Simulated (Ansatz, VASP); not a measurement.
## SiC: VASP beside Ansatz

```
CELL_PARAMETERS angstrom
5.33662 0.00000 0.00000
0.00000 5.33662 0.00000
0.00000 0.00000 2.93292
ATOMIC_POSITIONS crystal
Si 0.67179 0.67179 0.50000
Si 0.17179 0.82821 0.25000
Si 0.32821 0.32821 0.00000
Si 0.82821 0.17179 0.75000
C 0.82947 0.82947 0.00000
C 0.32947 0.67053 0.75000
C 0.17053 0.17053 0.50000
C 0.67053 0.32947 0.25000
```

Alike in both runs: functional PBE; k mesh 8 × 8 × 12; occupations gaussian, width 0.02 eV; no spin polarisation.

Ansatz relaxed the structure, and its values are those at the end. VASP's run is a single point on that final structure, the one shown.

|  | VASP | Ansatz |
| --- | --- | --- |
| version | VASP 6.6.1 | Ansatz 0.2.0 |
| potentials or method | VASP PAW PBE potentials, release 64 (Si, C), cutoff 520 eV | scalar-relativistic, plane waves, PAW |
| valence electrons in the cell | 32 | 32 |

VASP gave:

```
gap on the k mesh at the Fermi level (eV) : 0.48
least direct gap on the mesh (eV)         : 2.23
pressure (GPa)                            : 0.0
```

**Question.** Estimate Ansatz's values.

**Answer.** gap on the k mesh at the Fermi level (eV): 0.49; least direct gap on the mesh (eV): 2.23; pressure (GPa): 0.0.

The functional is the same, so the differences come from potentials, cutoffs and numerics.
